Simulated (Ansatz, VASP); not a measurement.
NaCu31O16: VASP beside Ansatz

```xyz
48
Lattice="8.5200 0.0000 0.0000 0.0000 8.5200 0.0000 0.0000 0.0000 8.5200" Properties=species:S:1:pos:R:3 pbc="T T T"
Na    1.0650    1.0650    1.0650
Cu    1.0650    1.0650    5.3250
Cu    1.0650    5.3250    1.0650
Cu    1.0650    5.3250    5.3250
Cu    5.3250    1.0650    1.0650
Cu    5.3250    1.0650    5.3250
Cu    5.3250    5.3250    1.0650
Cu    5.3250    5.3250    5.3250
Cu    1.1723    3.2893    3.2893
Cu    1.0650    3.2608    7.3892
Cu    1.0650    7.3892    3.2608
Cu    0.9577    7.3607    7.3607
Cu    5.3525    3.2070    3.2070
Cu    5.3250    3.1991    7.4509
Cu    5.3250    7.4509    3.1991
Cu    5.2975    7.4430    7.4430
Cu    3.2893    3.2893    1.1723
Cu    3.2070    3.2070    5.3525
Cu    3.2608    7.3892    1.0650
Cu    3.1991    7.4509    5.3250
Cu    7.3892    3.2608    1.0650
Cu    7.4509    3.1991    5.3250
Cu    7.3607    7.3607    0.9577
Cu    7.4430    7.4430    5.2975
Cu    3.2893    1.1723    3.2893
Cu    3.2608    1.0650    7.3892
Cu    3.2070    5.3525    3.2070
Cu    3.1991    5.3250    7.4509
Cu    7.3892    1.0650    3.2608
Cu    7.3607    0.9577    7.3607
Cu    7.4509    5.3250    3.1991
Cu    7.4430    5.2975    7.4430
O    -0.1404   -0.1404   -0.1404
O     0.0019    0.0019    4.2449
O     0.0019    4.2449    0.0019
O    -0.0181    4.2750    4.2750
O     4.2449    0.0019    0.0019
O     4.2750   -0.0181    4.2750
O     4.2750    4.2750   -0.0181
O     4.2665    4.2665    4.2665
O     2.2704    2.2704    2.2704
O     2.1281    2.1281    6.4051
O     2.1281    6.4051    2.1281
O     2.1481    6.3750    6.3750
O     6.4051    2.1281    2.1281
O     6.3750    2.1481    6.3750
O     6.3750    6.3750    2.1481
O     6.3835    6.3835    6.3835
```

Alike in both runs: functional PBE; k mesh 2 × 2 × 2; occupations fermi-dirac, width 0.01 eV; no spin polarisation.

Ansatz relaxed the structure, and its values are those at the end. VASP's run is a single point on that final structure, the one shown.

|  | VASP | Ansatz |
| --- | --- | --- |
| version | VASP 6.6.1 | Ansatz 0.2.0 |
| potentials or method | VASP PAW PBE potentials, release 64 (Na_pv, Cu, O) | plane-wave PAW, scalar-relativistic |
| plane-wave cutoff (eV) | 520 | 420 |
| valence electrons in the cell | 444 | 694 |

Ansatz gave:

| Quantity | Value |
| --- | --- |
| gap on the k mesh at the Fermi level (eV) | 0.60 |
| pressure (GPa) | 4.8 |
| rms of the force components (eV/Å) | 0.001 |

Task: Which values does VASP return?

Result: gap on the k mesh at the Fermi level (eV): 0.61; pressure (GPa): 5.7; rms of the force components (eV/Å): 0.008.

The functional is the same, so the differences come from potentials, cutoffs and numerics. VASP's potentials hold 444 valence electrons a cell and Ansatz's 694, so a difference there can come from the potentials and not from the codes. Ansatz's warnings: stress scf threshold loose.
